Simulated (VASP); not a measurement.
# AlN (P6_3/mmc) in VASP: a series of runs, part 2 of 2

VASP 6.6.1.

## (3) Single point, LDA

This run uses another cell than the first one, of the same volume but with other edges.

The input, INCAR:

```
PREC = Accurate
ENCUT = 600
EDIFF = 1E-6
ISMEAR = 0
SIGMA = 0.05
LREAL = F
LASPH = T
NELM = 120
ALGO = Normal
ISIF = 2
LWAVE = F
LCHARG = F
NBANDS = 16
GGA_COMPAT = F
```

The input, KPOINTS:

```
Automatic mesh
0
Gamma
  9 9 6
```

The input, POSCAR:

```
AlN
1.0
    3.3574928291      0.0000000000      0.0000000000
   -1.6787464145      2.9076740830      0.0000000000
    0.0000000000      0.0000000000      4.0751366456
Al N
2 2
Direct
    0.3333333333      0.6666666667      0.7500000000
    0.6666666667      0.3333333333      0.2500000000
    0.3333333333      0.6666666667      0.2500000000
    0.6666666667      0.3333333333      0.7500000000
```

Potentials or basis: VASP PAW LDA potentials, release 64 (Al, N).

Launch:

```
$ cat potpaw_LDA.64/Al/POTCAR potpaw_LDA.64/N/POTCAR > POTCAR
$ mpirun -np 1 vasp_std > vasp.out
```

Wall time 55 s (1 thread of Intel Xeon 8259CL, shared host); peak memory 0.16 GiB.

The run converged. Its results:

```yaml
Free_energy: -32.4225 eV
Pressure: -8.8 GPa
Band_gap_on_the_k_mesh: 3.40 eV, direct
```

Stress tensor (GPa, compression positive):
```
-11.09   0.00   0.00
  0.00 -11.09   0.00
  0.00   0.00  -4.36
```

Levels at points of the mesh, in eV from the valence-band top:
```tsv
k point	band 4	band 5	band 6	band 7	band 8	band 9	band 10	band 11	band 12	band 13
(0.00, 0.00, 0.00)	-3.23	-3.23	-1.35	-1.35	0.00	3.40	4.27	8.01	8.01	11.23
(0.00, 0.00, 0.50)	-3.56	-2.33	-2.33	-2.33	-2.33	5.71	5.71	8.14	8.14	8.14
```

 A k mesh can miss the band edges.

## (4) Single point, LDA

This run uses another cell than the first one, of the same volume but with other edges.

INCAR is that of step 3.

The input, KPOINTS:

```
regular mesh
0
Gamma
  9 9 6
```

The input, POSCAR:

```
AlN
1.0
    3.2586851769      0.0000000000      0.0000000000
   -1.6293425885      2.8221041461      0.0000000000
    0.0000000000      0.0000000000      4.3260103409
Al N
2 2
Direct
    0.3333333333      0.6666666667      0.7500000000
    0.6666666667      0.3333333333      0.2500000000
    0.3333333333      0.6666666667      0.2500000000
    0.6666666667      0.3333333333      0.7500000000
```

Launch:

```
$ cat potpaw_LDA.64/Al/POTCAR potpaw_LDA.64/N/POTCAR > POTCAR
$ mpirun -np 1 vasp_std > vasp.out
```

Wall time 52 s (1 thread of Intel Xeon 8259CL, shared host); peak memory 0.16 GiB.

Results (log left out):

| Property | Result |
| --- | --- |
| Free energy | -32.4070 eV |
| Pressure | -6.1 GPa |
| Band gap on the k mesh | 3.17 eV, direct |

Stress tensor (GPa, compression positive):
```
 -3.32   0.00   0.00
  0.00  -3.32   0.00
  0.00   0.00 -11.70
```

Levels at points of the mesh, in eV from the valence-band top:
```
           k point  band 6  band 7  band 8  band 9  band 10  band 11
(0.00, 0.00, 0.00)   -1.86   -1.86    0.00    3.17     4.34     8.19
(0.00, 0.00, 0.50)   -2.61   -2.61   -2.61    5.47     5.47     8.45
```

## (5) Single point, LDA

This run uses another cell than the first one, of the same volume but with other edges.

The input, INCAR:

```
PREC = Accurate ; ENCUT = 600
EDIFF = 1E-6 ; ISMEAR = 0
SIGMA = 0.05 ; LREAL = False
LASPH = True ; NELM = 120
ALGO = Normal ; ISIF = 2
LWAVE = False ; LCHARG = False
GGA = CA ; NBANDS = 16
GGA_COMPAT = False
```

The input, KPOINTS:

```
Automatic mesh
0
Gamma
  9 9 6
```

The input, POSCAR:

```
AlN
1.0
    3.5678685258      0.0000000000      0.0000000000
   -1.7839342629      3.0898647807      0.0000000000
    0.0000000000      0.0000000000      3.6087323976
Al N
2 2
Direct
    0.3333333333      0.6666666667      0.7500000000
    0.6666666667      0.3333333333      0.2500000000
    0.3333333333      0.6666666667      0.2500000000
    0.6666666667      0.3333333333      0.7500000000
```

Launch:

```
$ cat potpaw_LDA.64/Al/POTCAR potpaw_LDA.64/N/POTCAR > POTCAR
$ mpirun -np 1 vasp_std > vasp.out
```

It took 62 s on 1 thread of Intel Xeon 8259CL, shared host; peak memory 0.16 GiB.

Results (log left out):

| Property | Result |
| --- | --- |
| Free energy | -31.5390 eV |
| Pressure | 5.7 GPa |
| Band gap on the k mesh | 3.16 eV, indirect (least direct gap 3.92 eV) |

Stress tensor (GPa, compression positive):
```
-14.28   0.00   0.00
  0.00 -14.28   0.00
  0.00   0.00  45.56
```

Levels at points of the mesh, in eV from the valence-band top:
```
           k point  band 4  band 5  band 6  band 7  band 8  band 9  band 10  band 11  band 12  band 13
(0.00, 0.00, 0.00)   -3.68   -3.68   -0.91   -0.91   -0.76    3.16     4.69     7.79     7.79    11.75
(0.00, 0.00, 0.50)   -3.96   -2.30   -2.30   -2.30   -2.30    5.84     5.84     7.40     7.40     7.40
```

## (6) Single point, LDA

This run uses another cell than the first one, of the same volume but with other edges.

The input, INCAR:

```
SYSTEM = AlN
PREC = Accurate ; ENCUT = 600
EDIFF = 1E-6 ; ISMEAR = 0
SIGMA = 0.05 ; LREAL = .False.
LASPH = .True. ; NELM = 120
ALGO = Normal ; ISIF = 2
LWAVE = .False. ; LCHARG = .True.
GGA = CA ; LELF = .True.
LVHAR = .True. ; NBANDS = 16
GGA_COMPAT = .False.
```

The input, KPOINTS:

```
Automatic mesh
0
Gamma
  9 9 6
  0 0 0
```

The input, POSCAR:

```
AlN
1.0
    3.0347602529      0.0000000000      0.0000000000
   -1.5173801265      2.6281794734      0.0000000000
    0.0000000000      0.0000000000      4.9879671972
Al N
2 2
Direct
    0.3333333333      0.6666666667      0.7500000000
    0.6666666667      0.3333333333      0.2500000000
    0.3333333333      0.6666666667      0.2500000000
    0.6666666667      0.3333333333      0.7500000000
```

Potentials or basis: VASP PAW LDA potentials, release 64 (Al, N).

Launch:

```
$ cat potpaw_LDA.64/Al/POTCAR potpaw_LDA.64/N/POTCAR > POTCAR
$ mpirun -np 1 vasp_std > vasp.out
```

OUTCAR:

```text
SYSTEM = AlN
   PREC = Accurate
   ENCUT = 600
   EDIFF = 1E-6
   ISMEAR = 0
   LREAL = .False.
   LASPH = .True.
   NELM = 120
   ISIF = 2
   GGA = CA

 ion  position               nearest neighbor table
   1  0.333  0.667  0.750-   4 1.75   4 1.75   4 1.75   3 2.49   3 2.49   2 3.05   2 3.05   2 3.05
                             2 3.05   2 3.05   2 3.05
   2  0.667  0.333  0.250-   3 1.75   3 1.75   3 1.75   4 2.49   4 2.49   1 3.05   1 3.05   1 3.05
                             1 3.05   1 3.05   1 3.05
   3  0.333  0.667  0.250-   2 1.75   2 1.75   2 1.75   1 2.49   1 2.49
   4  0.667  0.333  0.750-   1 1.75   1 1.75   1 1.75   2 2.49   2 2.49

[... 660 lines left out ...]
  -------------------------------------------------------------------------------------
  Total        9.1688322      9.1688322     -2.7973134     -0.0000000      0.0000000      0.0000000
  in kB      369.2509418    369.2509418   -112.6545451     -0.0000000      0.0000000      0.0000000
  external PRESSURE =     208.6157795 kB  Pullay stress =       0.0000000 kB

 VOLUME and BASIS-vectors are now :
 -----------------------------------------------------------------------------
  energy-cutoff  :      600.00
  volume of cell :       39.78
      direct lattice vectors                 reciprocal lattice vectors
     3.034760253  0.000000000  0.000000000     0.329515321  0.190245759  0.000000000
    -1.517380126  2.628179473  0.000000000     0.000000000  0.380491519  0.000000000
     0.000000000  0.000000000  4.987967197     0.000000000  0.000000000  0.200482473

 POSITION                                       TOTAL-FORCE (eV/Angst)
 -----------------------------------------------------------------------------------
     -0.00000      1.75212      3.74098         0.000000      0.000000      0.000000
      1.51738      0.87606      1.24699        -0.000000      0.000000      0.000000
     -0.00000      1.75212      1.24699         0.000000      0.000000      0.000000
      1.51738      0.87606      3.74098        -0.000000      0.000000      0.000000
 -----------------------------------------------------------------------------------
    total drift:                               -0.000000      0.000000     -0.000000

  FREE ENERGIE OF THE ION-ELECTRON SYSTEM (eV)
  ---------------------------------------------------
  free  energy   TOTEN  =       -31.4601413381 eV

  energy  without entropy=      -31.4601413381  energy(sigma->0) =      -31.46014134
```

stdout:

```text
POSCAR found type information on POSCAR AlN
 POSCAR found :  2 types and       4 ions
 scaLAPACK will be used
 LDA part: xc-table for (Slater(with rela. corr.)+CA(PZ))
 , standard interpolation
 POSCAR, INCAR and KPOINTS ok, starting setup
 FFT: planning ... GRIDC
 FFT: planning ... GRID_SOFT
 FFT: planning ... GRID
 WAVECAR not read
 entering main loop
```

It took 40 s on 1 thread of Intel Xeon 8259CL, shared host; peak memory 0.15 GiB.

What came out:

- Free energy: -31.4601 eV
- Pressure: 20.9 GPa
- Band gap on the k mesh: 3.16 eV, direct

Stress tensor (GPa, compression positive):
```
 36.93   0.00   0.00
  0.00  36.93   0.00
  0.00   0.00 -11.27
```

## (7) Summary

| cell | gap on the mesh (eV) | pressure (GPa) |
| --- | --- | --- |
| a = 3.117, b = 3.117, c = 4.729 Å, angles 90.0, 90.0, 120.0°, 4 atoms | 3.05 | 7.6 |
| a = 3.357, b = 3.357, c = 4.075 Å, angles 90.0, 90.0, 120.0°, 4 atoms | 3.40 | -8.8 |
| a = 3.259, b = 3.259, c = 4.326 Å, angles 90.0, 90.0, 120.0°, 4 atoms | 3.17 | -6.1 |
| a = 3.568, b = 3.568, c = 3.609 Å, angles 90.0, 90.0, 120.0°, 4 atoms | 3.16 | 5.7 |
| a = 3.035, b = 3.035, c = 4.988 Å, angles 90.0, 90.0, 120.0°, 4 atoms | 3.16 | 20.9 |

Alike in all rows: task single point; level LDA; potentials or basis VASP PAW LDA potentials, release 64 (Al, N); no spin polarisation; k mesh 9 × 9 × 6; cutoff (eV) 600; smearing gaussian 0.05 eV.

Absolute energies hang on the potentials; compare differences alone.
